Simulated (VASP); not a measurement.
# Si (a cell with a defect) in VASP: single point with PBEsol

Aim: the single point of Si (a cell with a defect) with PBEsol.

Everything below comes from runs of VASP 6.6.1. Logs are shortened: lines on timing, memory, paths and dates and some standing lists are left out, and cuts for length are marked.

## 1. The cell of the first run

The cell holds a defect, 31 atoms: a = 9.412 Å, b = 9.412 Å, c = 9.412 Å, α = 109.47°, β = 109.47°, γ = 109.47°.

## 2. Single point, PBEsol

File INCAR:

```
SYSTEM = Si
PREC = Accurate ; ENCUT = 520
EDIFF = 1E-6 ; ISMEAR = 0
SIGMA = 0.02 ; LREAL = Auto
LASPH = .TRUE. ; NELM = 60
ALGO = Normal ; ISIF = 2
LWAVE = .FALSE. ; LCHARG = .TRUE.
GGA = PS ; LELF = .TRUE.
LVHAR = .TRUE. ; NBANDS = 83
```

File KPOINTS:

```
Automatic mesh
0
Gamma
  2 2 2
  0.5 0.5 0.5
```

File POSCAR:

```
Si
1.0
   -5.4338342764      5.4338342764     -5.4338342764
    5.4338342764     -5.4338342764     -5.4338342764
   -5.4338342764     -5.4338342764      5.4338342764
Si
31
Direct
    0.4999999746      0.0000000000      0.1249999476
    0.2570451966      1.0000001332      0.4933981906
    0.9970786234      1.0000001332      0.7512934316
    0.7487493716      0.7502533741      0.2489795292
    0.7334315508      0.9999996731      1.0133564478
    0.4999999746      0.7570451712      0.4933976385
    0.2665686744      0.7665682809      0.7799253316
    0.0029213258      0.5029215764      0.2542146907
    1.0015042276      0.7512506441      1.0002302653
    0.7497466416      0.4984962482      0.4987261043
    0.4999999746      0.4970783728      0.7512931555
    0.2502533995      0.2487495811      0.2489795292
    0.2512505775      0.5015038850      0.0002302242
    0.9984957627      0.2497462990      0.4987258282
    0.7429547525      0.2429547779      0.7363527845
    0.5000000666      0.2334313002      0.0133571427
    0.7334313667      0.2334316682      0.4700746048
    0.4999999746      0.2429547779      0.7566023899
    0.2512505775      0.2497465751      0.0010203660
    0.0029213258     -0.0000001840      0.4987065969
   -0.0015041865      0.2487493971      0.2497697631
    0.7429548445     -0.0000000920      0.7566018378
    0.2570451966      0.7570450792      0.5136471519
    0.2665684904      0.0000003681      0.2366435807
    0.0015042785      0.7502537421      0.7512742002
    0.7497465496      0.7512503680      0.0010203660
    0.5000000666      0.5029216684      0.4987068729
    0.4999998826      0.7665686490      0.2366427525
    0.2502533995      0.5015037930      0.7512739241
   -0.0029213258      0.4970784648     -0.0042147034
    0.7487492796      0.4984960641      0.2497697631
```

Potentials or basis: VASP PAW PBE potentials, release 64 (Si).

Started as:

```
> cat potpaw_PBE.64/Si/POTCAR > POTCAR
> mpirun -np 1 vasp_std > vasp.out
```

OUTCAR:

```text
SYSTEM = Si
   PREC = Accurate
   ENCUT = 520
   EDIFF = 1E-6
   ISMEAR = 0
   LREAL = Auto
   LASPH = .TRUE.
   NELM = 60
   ISIF = 2
   GGA = PS

 ion  position               nearest neighbor table
   1  0.500  0.000  0.125-  16 2.73  28 2.73   7 2.73  17 2.73   5 2.73  24 2.73
   2  0.257  0.000  0.493-  18 2.36  23 2.36  20 2.41  24 2.45
   3  0.997  0.000  0.751-  19 2.36  25 2.36  20 2.40  22 2.41
   4  0.749  0.750  0.249-  26 2.34  28 2.36  20 2.36  31 2.37
   5  0.733  1.000  0.013-  26 2.36  21 2.36  22 2.45   1 2.73
   6  0.500  0.757  0.493-  23 2.36  22 2.36  27 2.41  28 2.45
   7  0.267  0.767  0.780-  29 2.36  25 2.36  23 2.45   1 2.73
[... 22 lines left out ...]
  30  0.997  0.497  0.996-  13 2.36   9 2.36   8 2.40  15 2.41
  31  0.749  0.498  0.250-  10 2.34  16 2.36   8 2.36   4 2.37

  LATTYP: Found a body centered cubic cell.
 ALAT       =    10.8676685528

  Lattice vectors:

 A1 = (  -5.4338342764,   5.4338342764,  -5.4338342764)
 A2 = (   5.4338342764,  -5.4338342764,  -5.4338342764)
 A3 = (  -5.4338342764,  -5.4338342764,   5.4338342764)

Analysis of symmetry for initial positions (statically):
=====================================================================
 Subroutine PRICEL returns:
 Original cell was already a primitive cell.

 Routine SETGRP: Setting up the symmetry group for a
 body centered cubic supercell.

 Subroutine GETGRP returns: Found 12 space group operations
 (whereof  2 operations were pure point group operations)
 out of a pool of 48 trial point group operations.

The static configuration has the point symmetry C_1h.
 The point group associated with its full space group is D_3d.

Analysis of symmetry for dynamics (positions and initial velocities):
=====================================================================
 Subroutine PRICEL returns:
 Original cell was already a primitive cell.

 Routine SETGRP: Setting up the symmetry group for a
 body centered cubic supercell.

 Subroutine GETGRP returns: Found 12 space group operations
 (whereof  2 operations were pure point group operations)
 out of a pool of 48 trial point group operations.

The dynamic configuration has the point symmetry C_1h.
 The point group associated with its full space group is D_3d.

 Subroutine INISYM returns: Found 12 space group operations
 (whereof  2 operations are pure point group operations),
 and found     1 'primitive' translations

----------------------------------------------------------------------------------------

                                     Primitive cell

  volume of cell :     641.7696

  direct lattice vectors                    reciprocal lattice vectors
[... 140 lines left out ...]
   IMIX   =      4    mixing-type and parameters
     AMIX     =   0.40;   BMIX     =  1.00
     AMIX_MAG =   1.60;   BMIX_MAG =  1.00
  volume/ion in A,a.u.               =      20.70       139.71
  Fermi-wavevector in a.u.,A,eV,Ry     =   0.946431  1.788495 12.187172  0.895732
  Thomas-Fermi vector in A             =   2.074428
   LORBIT       =      0    0 simple, 1 ext, 2 COOP (PROOUT), +10 PAW based schemes
   GGA     = PS    functional components
   LHFCALC =     F    Hartree Fock is set to
   AEXX    =    0.0000 exact exchange contribution
   IVDW    =     0    specifies the selected vdW correction
   LEPSILON=     F    determine dielectric tensor
   LRPA    =     F    only Hartree local field effects (RPA)
 non-spin polarized calculation
 Gauss-broadening in eV      SIGMA  =   0.02
  energy-cutoff  :      520.00
  volume of cell :      641.77
 maximum number of plane-waves:     17304
 NGX is ok and might be reduce to    70
   NGX = 35   NGY = 35   NGZ = 35

 number of electron     123.9999998 magnetization

 Free energy of the ion-electron system (eV)
  ---------------------------------------------------
  ext. energy  EPLUGINS =         0.00000000
  ---------------------------------------------------
  free energy    TOTEN  =      -173.99783525 eV

  energy without entropy =     -173.99012214  energy(sigma->0) =     -173.99397870

 E-fermi :   5.4039     XC(G=0):  -9.4649

 val. band max:        5.1981766708   @ k =  -0.2500   0.2500   0.2500
 cond. band min:       5.4099432258   @ k =  -0.2500   0.2500   0.2500
 fundamental gap:      0.2117665550
 Fermi energy:         5.4038518219

 k-point     1 :       0.2500    0.2500    0.2500
  band No.  band energies     occupation
      1      -5.5521      2.00000
      2      -5.5521      2.00000
      3      -5.4951      2.00000
      4      -5.3664      2.00000
      5      -3.7354      2.00000
      6      -3.7354      2.00000
[... 66 lines left out ...]
     73       7.1035      0.00000
     74       7.1597      0.00000

 k-point     2 :      -0.2500    0.2500    0.2500
  band No.  band energies     occupation
      1      -6.0215      2.00000
      2      -5.0512      2.00000
      3      -4.9927      2.00000
      4      -4.9419      2.00000
      5      -4.8994      2.00000
      6      -4.1919      2.00000
[... 66 lines left out ...]
     73       7.7938      0.00000
     74       7.9111      0.00000
 [bands above 74 left out]

------------------------ aborting loop because EDIFF is reached ----------------------------------------

  FORCE on cell =-STRESS in cart. coord.  units (eV):
  Direction    XX          YY          ZZ          XY          YZ          ZX
  --------------------------------------------------------------------------------------
  -------------------------------------------------------------------------------------
  Total      -13.0883421    -13.0883421    -13.0883421     -4.3826656      4.3826656      4.3826656
  in kB      -32.6750351    -32.6750351    -32.6750351    -10.9413211     10.9413211     10.9413211
  external PRESSURE =     -32.6750351 kB  Pullay stress =       0.0000000 kB

 VOLUME and BASIS-vectors are now :
 -----------------------------------------------------------------------------
  energy-cutoff  :      520.00
  volume of cell :      641.77
      direct lattice vectors                 reciprocal lattice vectors
    -5.433834276  5.433834276 -5.433834276    -0.092016056  0.000000000 -0.092016056
     5.433834276 -5.433834276 -5.433834276     0.000000000 -0.092016056 -0.092016056
    -5.433834276 -5.433834276  5.433834276    -0.092016056 -0.092016056  0.000000000

 POSITION                                       TOTAL-FORCE (eV/Angst)
 -----------------------------------------------------------------------------------
     -3.39615      2.03769     -2.03769        -0.000000      0.000000      0.000000
     -4.07778     -1.28430      1.28430         0.003148      0.005174     -0.005174
     -9.50036      1.33556     -1.33556        -0.001917     -0.001097      0.001097
     -1.34474     -1.36109     -6.79242        -0.002970      0.003672      0.003937
      1.37591     -1.52106     -9.34660         0.003222     -0.001576      0.001576
     -1.28430     -4.07778     -4.14953         0.005174      0.003148     -0.005174
[... 23 lines left out ...]
     -8.12785     -2.69401     -2.70807         0.001097      0.001097     -0.001917
     -2.71704      0.00263     -5.42012         0.003937     -0.003672     -0.002970
 -----------------------------------------------------------------------------------
    total drift:                               -0.000640     -0.001304      0.000188

  FREE ENERGIE OF THE ION-ELECTRON SYSTEM (eV)
  ---------------------------------------------------
  free  energy   TOTEN  =      -173.9978352548 eV

  energy  without entropy=     -173.9901221388  energy(sigma->0) =     -173.99397870
```

Run time: 6.6 min. Hardware: 1 thread of AMD EPYC 7R13, shared host; peak memory 0.62 GiB.

What came out:

```yaml
Free_energy: -173.9978 eV
Pressure: -3.3 GPa
Largest_force: 0.008 eV/Å
Band_gap_on_the_k_mesh: zero (band 62 reaches 5.63 eV, above the bottom of band 63 at 5.41 eV)
```

Forces on the atoms (eV/Å):
```
Si   0.000  0.000  0.000
Si   0.003  0.005 -0.005
Si  -0.002 -0.001  0.001
Si  -0.003  0.004  0.004
Si   0.003 -0.002  0.002
Si   0.005  0.003 -0.005
Si  -0.002 -0.002 -0.003
Si  -0.001 -0.001  0.002
Si   0.004 -0.004  0.003
Si  -0.004 -0.003 -0.004
Si  -0.001 -0.002  0.001
Si   0.004 -0.003  0.004
Si  -0.004  0.004  0.003
Si  -0.003 -0.004 -0.004
Si   0.005  0.005 -0.003
Si  -0.002  0.003  0.002
Si   0.002  0.002  0.003
Si  -0.005 -0.003  0.005
Si   0.003 -0.004 -0.004
Si   0.002  0.001 -0.001
Si  -0.004  0.004 -0.003
Si  -0.003 -0.005  0.005
Si  -0.005 -0.005  0.003
Si  -0.003  0.002 -0.002
Si   0.003  0.004  0.004
Si  -0.004  0.003 -0.004
Si   0.001  0.002 -0.001
Si   0.002 -0.003 -0.002
Si   0.004  0.003  0.004
Si   0.001  0.001 -0.002
Si   0.004 -0.004 -0.003
```

Caveat: the k points lie up to 0.41 Å⁻¹ apart; the PAW data sets were made with another functional, which shifts forces and pressure a little.
